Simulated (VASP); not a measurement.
# SiC (R3m) in VASP: a series of runs

Runs on SiC. Level: PBEsol. Tasks: single point.

All numbers are computed with VASP 6.6.1; they aren't measurements. Logs are shortened: lines on timing, memory, paths and dates and some standing lists are left out, and cuts for length are marked.

## Step 1: The cell of the first run

It takes space group R3m (No. 160, trigonal). The conventional cell has a = 2.989 Å, b = 2.989 Å, c = 7.776 Å, α = 90.00°, β = 90.00°, γ = 120.00°. Within 2.4 Å of Si (site symmetry 3m) lie 4 C at 1.84 to 1.94 Å. Within 2.4 Å of C (site symmetry 3m) lie 4 Si at 1.84 to 1.94 Å.

## Step 2: Single point, PBEsol

INCAR reads:

```
  PREC = Accurate
  ENCUT = 520
  EDIFF = 1E-6
  ISMEAR = 0
  SIGMA = 0.05
  LREAL = False
  LASPH = True
  NELM = 80
  ALGO = Normal
  ISIF = 2
  LWAVE = False
  LCHARG = False
  GGA = PS
  NBANDS = 11
```

KPOINTS reads:

```
regular mesh
0
Gamma
  12 12 12
```

POSCAR reads:

```
SiC
1.0
    0.0000000000      2.1135644688      2.1135644688
    2.1135644688      0.0000000000      2.1135644688
    2.2009251335      2.2009251335     -0.0873606647
Si C
1 1
Direct
    0.0000000000      0.0000000000      0.0000000000
    0.7500000000      0.7500000000      0.7500000000
```

Potentials or basis: VASP PAW PBE potentials, release 64 (Si, C).

Run with:

```sh
$ cat potpaw_PBE.64/Si/POTCAR potpaw_PBE.64/C/POTCAR > POTCAR
$ mpirun -np 1 vasp_std > vasp.out
```

OUTCAR:

```text
PREC = Accurate
   ENCUT = 520
   EDIFF = 1E-6
   ISMEAR = 0
   LREAL = False
   LASPH = True
   NELM = 80
   ISIF = 2
   GGA = PS

 ion  position               nearest neighbor table
   1  0.000  0.000  0.000-   2 1.84   2 1.84   2 1.84   2 1.94
   2  0.750  0.750  0.750-   1 1.84   1 1.84   1 1.84   1 1.94

  LATTYP: Found a trigonal (rhomboedric) cell.
 ALAT       =     3.1138039072
 COS(alpha) =     0.5392678905

  Lattice vectors:

 A1 = (   2.2009251335,   0.0873606647,  -2.2009251335)
 A2 = (   0.0873606647,   2.2009251335,  -2.2009251335)
 A3 = (   2.2009251335,   2.2009251335,  -0.0873606647)

Analysis of symmetry for initial positions (statically):
=====================================================================
 Subroutine PRICEL returns:
 Original cell was already a primitive cell.

 Routine SETGRP: Setting up the symmetry group for a
 trigonal (rhombohedral) supercell.

 Subroutine GETGRP returns: Found  6 space group operations
 (whereof  6 operations were pure point group operations)
 out of a pool of 12 trial point group operations.

The static configuration has the point symmetry C_3v.

Analysis of symmetry for dynamics (positions and initial velocities):
=====================================================================
 Subroutine PRICEL returns:
 Original cell was already a primitive cell.

 Routine SETGRP: Setting up the symmetry group for a
 trigonal (rhombohedral) supercell.

 Subroutine GETGRP returns: Found  6 space group operations
 (whereof  6 operations were pure point group operations)
 out of a pool of 12 trial point group operations.

The dynamic configuration has the point symmetry C_3v.

 Subroutine INISYM returns: Found  6 space group operations
 (whereof  6 operations are pure point group operations),
 and found     1 'primitive' translations

----------------------------------------------------------------------------------------

                                     Primitive cell

  volume of cell :      20.0540

  direct lattice vectors                    reciprocal lattice vectors
     0.000000000  2.113564469  2.113564469    -0.231963556  0.241170817  0.231963556
     2.113564469  0.000000000  2.113564469     0.241170817 -0.231963556  0.231963556
     2.200925134  2.200925134 -0.087360665     0.222756296  0.222756296 -0.222756296

  length of vectors
     2.989031537  2.989031537  3.113803907     0.407157888  0.407157888  0.385825223

  position of ions in fractional coordinates (direct lattice)
     0.000000000  0.000000000  0.000000000
     0.750000000  0.750000000  0.750000000

  ion indices of the primitive-cell ions
   primitive index   ion index
                 1           1
                 2           2

----------------------------------------------------------------------------------------

 KPOINTS: regular mesh

Automatic generation of k-mesh.
 Grid dimensions read from file:
 generate k-points for:   12   12   12

 Generating k-lattice:

  Cartesian coordinates                     Fractional coordinates (reciprocal lattice)
    -0.019330296  0.020097568  0.019330296     0.083333333  0.000000000  0.000000000
     0.020097568 -0.019330296  0.019330296     0.000000000  0.083333333  0.000000000
     0.018563025  0.018563025 -0.018563025     0.000000000  0.000000000  0.083333333

  Length of vectors
     0.033929824  0.033929824  0.032152102

  Shift w.r.t. Gamma in fractional coordinates (k-lattice)
     0.000000000  0.000000000  0.000000000

 Subroutine IBZKPT returns following result:
 ===========================================

 Found    189 irreducible k-points:

 Following reciprocal coordinates:
            Coordinates               Weight
  0.000000  0.000000  0.000000      1.000000
  0.083333  0.000000  0.000000      6.000000
  0.166667  0.000000  0.000000      6.000000
  0.250000  0.000000  0.000000      6.000000
  0.333333  0.000000  0.000000      6.000000
  0.416667  0.000000 -0.000000      6.000000
[... 16 lines left out ...]
  0.500000  0.166667  0.000000     12.000000
 -0.416667  0.166667 -0.000000     12.000000
 [... further k-points ...]
   k-points           NKPTS =    189   k-points in BZ     NKDIM =    189   number of bands    NBANDS=     11
   number of dos      NEDOS =    301   number of ions     NIONS =      2
   total plane-waves  NPLWV =  13824
   dimension x,y,z NGX =    24 NGY =   24 NGZ =   24
   dimension x,y,z NGXF=    48 NGYF=   48 NGZF=   48
   ions per type =               1   1
   NGX,Y,Z   is equivalent  to a cutoff of  13.35, 13.35, 12.81 a.u.
   NGXF,Y,Z  is equivalent  to a cutoff of  26.70, 26.70, 25.63 a.u.
 SYSTEM =  unknown system
   PREC   = accura    normal or accurate (medium, high low for compatibility)
   ISTART =      0    job   : 0-new  1-cont  2-samecut
   ICHARG =      2    charge: 1-file 2-atom 10-const
   ISPIN  =      1    spin polarized calculation?
   LNONCOLLINEAR =      F non collinear calculations
   LSORBIT =      F    spin-orbit coupling
   LASPH  =      T    aspherical Exc in radial PAW
   ENCUT  =  520.0 eV  38.22 Ry    6.18 a.u.   5.56  5.56  5.79*2*pi/ulx,y,z
   NELM   =     80;   NELMIN=  2; NELMDL= -5     # of ELM steps
   EDIFF  = 0.1E-05   stopping-criterion for ELM
   LREAL  =      F    real-space projection
   EDIFFG = 0.1E-04   stopping-criterion for IOM
   NSW    =      0    number of steps for IOM
   IBRION =     -1    ionic relax: 0-MD 1-quasi-New 2-CG
   NFREE  =      0    steps in history (QN), initial steepest desc. (CG)
   ISIF   =      2    stress and relaxation
   ISYM   =      2    0-nonsym 1-usesym 2-fastsym
   POTIM  = 0.5000    time-step for ionic-motion
   TEBEG  =    0.0;   TEEND  =   0.0 temperature during run
   PSTRESS=    0.0 pullay stress
   NELECT =       8.0000    total number of electrons
   NUPDOWN=      -1.0000    fix difference up-down
   EMIN   =  10.00;   EMAX   =-10.00  energy-range for DOS
   EFERMI =   0.00;   METHOD = LEGACY
   ISMEAR =     0;   SIGMA  =   0.05  broadening in eV -4-tet -1-fermi 0-gaus
   EFERMI_NEDOS =   21; number of points for ismear=-14 and -15
   IALGO  =     38    algorithm
   IMIX   =      4    mixing-type and parameters
     AMIX     =   0.40;   BMIX     =  1.00
     AMIX_MAG =   1.60;   BMIX_MAG =  1.00
  volume/ion in A,a.u.               =      10.03        67.67
  Fermi-wavevector in a.u.,A,eV,Ry     =   1.205141  2.277386 19.760620  1.452365
  Thomas-Fermi vector in A             =   2.340846
   LORBIT       =      0    0 simple, 1 ext, 2 COOP (PROOUT), +10 PAW based schemes
   GGA     = PS    functional components
   LHFCALC =     F    Hartree Fock is set to
   AEXX    =    0.0000 exact exchange contribution
   IVDW    =     0    specifies the selected vdW correction
   LEPSILON=     F    determine dielectric tensor
   LRPA    =     F    only Hartree local field effects (RPA)
 non-spin polarized calculation
 Gauss-broadening in eV      SIGMA  =   0.05
  energy-cutoff  :      520.00
  volume of cell :       20.05
 maximum number of plane-waves:       568
 NGX is ok and might be reduce to    24
   NGX = 11   NGY = 11   NGZ = 11

 number of electron       7.9999999 magnetization

 Free energy of the ion-electron system (eV)
  ---------------------------------------------------
  ext. energy  EPLUGINS =         0.00000000
  ---------------------------------------------------
  free energy    TOTEN  =       -15.81283880 eV

  energy without entropy =      -15.81283880  energy(sigma->0) =      -15.81283880

 E-fermi :   8.8149     XC(G=0): -11.6388

 val. band max:        8.5509535023   @ k =   0.0000   0.0000   0.0000
 cond. band min:       9.5582150376   @ k =   0.5000   0.5000   0.0000
 fundamental gap:      1.0072615353
 Fermi energy:         8.8148618033

 k-point     1 :       0.0000    0.0000    0.0000
  band No.  band energies     occupation
      1      -7.2716      2.00000
      2       8.1163      2.00000
      3       8.5510      2.00000
      4       8.5510      2.00000
      5      13.8314      0.00000
      6      16.1240      0.00000
      7      16.3682      0.00000
      8      16.3682      0.00000
      9      23.0915      0.00000
     10      23.0915      0.00000
     11      25.0458      0.00000

 k-point     2 :       0.0833    0.0000    0.0000
  band No.  band energies     occupation
      1      -7.1274      2.00000
      2       7.7511      2.00000
      3       8.1196      2.00000
      4       8.4371      2.00000
      5      14.0062      0.00000
      6      16.1387      0.00000
      7      16.5560      0.00000
      8      16.6762      0.00000
      9      22.0732      0.00000
     10      22.3710      0.00000
     11      24.9371      0.00000

 k-point     3 :       0.1667    0.0000    0.0000
  band No.  band energies     occupation
      1      -6.6986      2.00000
      2       6.1575      2.00000
      3       7.8464      2.00000
      4       8.1559      2.00000
      5      14.2148      0.00000
      6      16.0359      0.00000
      7      16.8815      0.00000
      8      17.5419      0.00000
      9      21.0271      0.00000
     10      21.6764      0.00000
     11      24.1426      0.00000

 k-point     4 :       0.2500    0.0000    0.0000
  band No.  band energies     occupation
      1      -5.9989      2.00000
      2       4.1957      2.00000
      3       7.5847      2.00000
      4       7.8256      2.00000
      5      14.1253      0.00000
      6      15.9576      0.00000
      7      16.8455      0.00000
      8      18.2036      0.00000
      9      21.0270      0.00000
     10      22.0549      0.00000
     11      23.6967      0.00000
[... 239 lines left out ...]
 k-point    22 :       0.4167    0.1667   -0.0000
  band No.  band energies     occupation
      1      -4.2956      2.00000
      2       2.0155      2.00000
      3       5.9795      2.00000
      4       6.3146      2.00000
      5      12.9127      0.00000
      6      16.3561      0.00000
      7      17.6587      0.00000
      8      18.6957      0.00000
      9      21.9434      0.00000
     10      25.5244      0.00000
     11      26.8589      0.00000

 k-point    23 :       0.5000    0.1667    0.0000
  band No.  band energies     occupation
      1      -3.3086      2.00000
      2       0.5631      2.00000
      3       5.5223      2.00000
      4       6.4261      2.00000
      5      12.9481      0.00000
      6      16.1108      0.00000
      7      17.2375      0.00000
      8      19.7462      0.00000
      9      22.5884      0.00000
     10      25.7099      0.00000
     11      27.0036      0.00000

 k-point    24 :      -0.4167    0.1667   -0.0000
  band No.  band energies     occupation
      1      -3.0449      2.00000
      2       0.2183      2.00000
      3       5.2303      2.00000
      4       6.7105      2.00000
      5      13.2761      0.00000
      6      15.8482      0.00000
      7      16.9439      0.00000
      8      19.8824      0.00000
      9      23.3325      0.00000
     10      24.1662      0.00000
     11      27.0307      0.00000

 [... further k-points ...]
[... 5 lines left out ...]
  --------------------------------------------------------------------------------------
  -------------------------------------------------------------------------------------
  Total        1.0877550      1.0877550      1.0877550     -1.4265812      1.4265812      1.4265812
  in kB       86.9041779     86.9041779     86.9041779   -113.9740704    113.9740704    113.9740704
  external PRESSURE =      86.9041779 kB  Pullay stress =       0.0000000 kB

 VOLUME and BASIS-vectors are now :
 -----------------------------------------------------------------------------
  energy-cutoff  :      520.00
  volume of cell :       20.05
      direct lattice vectors                 reciprocal lattice vectors
     0.000000000  2.113564469  2.113564469    -0.231963556  0.241170817  0.231963556
     2.113564469  0.000000000  2.113564469     0.241170817 -0.231963556  0.231963556
     2.200925134  2.200925134 -0.087360665     0.222756296  0.222756296 -0.222756296

 POSITION                                       TOTAL-FORCE (eV/Angst)
 -----------------------------------------------------------------------------------
      0.00000      0.00000      0.00000         0.310500      0.310500     -0.310500
      3.23587      3.23587      3.10483        -0.310500     -0.310500      0.310500
 -----------------------------------------------------------------------------------
    total drift:                               -0.000052     -0.000052      0.000052

  FREE ENERGIE OF THE ION-ELECTRON SYSTEM (eV)
  ---------------------------------------------------
  free  energy   TOTEN  =       -15.8128388015 eV

  energy  without entropy=      -15.8128388015  energy(sigma->0) =      -15.81283880
```

Wall time 20 s (1 thread of Intel Xeon 6975P-C, shared host); peak memory 0.16 GiB.

Results:

```yaml
Free_energy: -15.8128 eV
Pressure: 8.7 GPa
Largest_force: 0.538 eV/Å
Band_gap_on_the_k_mesh: 1.01 eV, indirect (least direct gap 4.09 eV)
```

Forces in eV/Å, atoms in the order of the input:
```
Si   0.310  0.310 -0.310
C   -0.310 -0.310  0.310
```

Levels at points of the mesh, in eV from the valence-band top:
| k point | band 1 | band 2 | band 3 | band 4 | band 5 | band 6 | band 7 | band 8 | band 9 |
| --- | --- | --- | --- | --- | --- | --- | --- | --- | --- |
| (0.00, 0.00, 0.00) | -15.82 | -0.43 | 0.00 | 0.00 | 5.28 | 7.57 | 7.82 | 7.82 | 14.54 |
| (0.50, 0.00, 0.00) | -11.94 | -8.88 | -1.35 | -1.26 | 5.11 | 6.62 | 7.42 | 9.87 | 15.80 |
| (0.50, 0.50, 0.00) | -10.61 | -8.07 | -3.70 | -3.08 | 1.01 | 4.26 | 13.79 | 14.05 | 15.35 |
| (0.00, 0.00, 0.50) | -12.58 | -9.01 | -0.85 | -0.85 | 6.42 | 7.66 | 7.66 | 10.20 | 16.08 |

Caveat: the PAW data sets were made with another functional, which shifts forces and pressure a little. A k mesh can miss the band edges.

## Step 3: Single point, PBEsol

This run uses another cell than the first one, of 10.34 Å³/atom, 1.031 times its volume.

INCAR reads:

```
PREC = Accurate
ENCUT = 520
EDIFF = 1E-6
ISMEAR = 0
SIGMA = 0.05
LREAL = F
LASPH = T
NELM = 80
ALGO = Normal
ISIF = 2
LWAVE = F
LCHARG = F
GGA = PS
NBANDS = 11
```

KPOINTS reads:

```
Automatic mesh
0
Gamma
  12 12 12
```

POSCAR reads:

```
SiC
1.0
    0.0000000000      2.2077028361      2.2077028361
    2.2077028361      0.0000000000      2.2077028361
    2.1498610218      2.1498610218      0.0578418143
Si C
1 1
Direct
    0.0000000000      0.0000000000      0.0000000000
    0.7500000000      0.7500000000      0.7500000000
```

Potentials or basis: VASP PAW PBE potentials, release 64 (Si, C).

Run with:

```sh
$ cat potpaw_PBE.64/Si/POTCAR potpaw_PBE.64/C/POTCAR > POTCAR
$ mpirun -np 1 vasp_std > vasp.out
```

It took 20 s on 1 thread of Intel Xeon 6975P-C, shared host; peak memory 0.16 GiB.

Results (log left out):

```
Free energy            : -15.8764 eV
Pressure               : 0.9 GPa
Largest force          : 0.485 eV/Å
Band gap on the k mesh : 1.07 eV, indirect (least direct gap 4.19 eV)
```

Forces on the atoms (eV/Å):
```
Si  -0.280 -0.280  0.280
C    0.280  0.280 -0.280
```

Stress tensor (GPa, compression positive):
```
 0.86  7.57 -7.57
 7.57  0.86 -7.57
-7.57 -7.57  0.86
```

Levels at points of the mesh, in eV from the valence-band top:
| k point | band 2 | band 3 | band 4 | band 5 | band 6 | band 7 |
| --- | --- | --- | --- | --- | --- | --- |
| (0.00, 0.00, 0.00) | -0.21 | -0.21 | 0.00 | 5.79 | 6.81 | 6.81 |
| (0.50, 0.00, 0.00) | -8.76 | -1.13 | -1.09 | 5.40 | 6.83 | 7.44 |
| (0.50, 0.50, 0.00) | -7.97 | -3.56 | -3.12 | 1.07 | 4.11 | 13.59 |
| (0.00, 0.00, 0.50) | -8.66 | -1.42 | -1.42 | 4.68 | 6.67 | 6.67 |

Caveat: the PAW data sets were made with another functional, which shifts forces and pressure a little. PBEsol gaps usually lie below the measured ones, often by a third to a half.

(Part 1 of 2 ends here.)
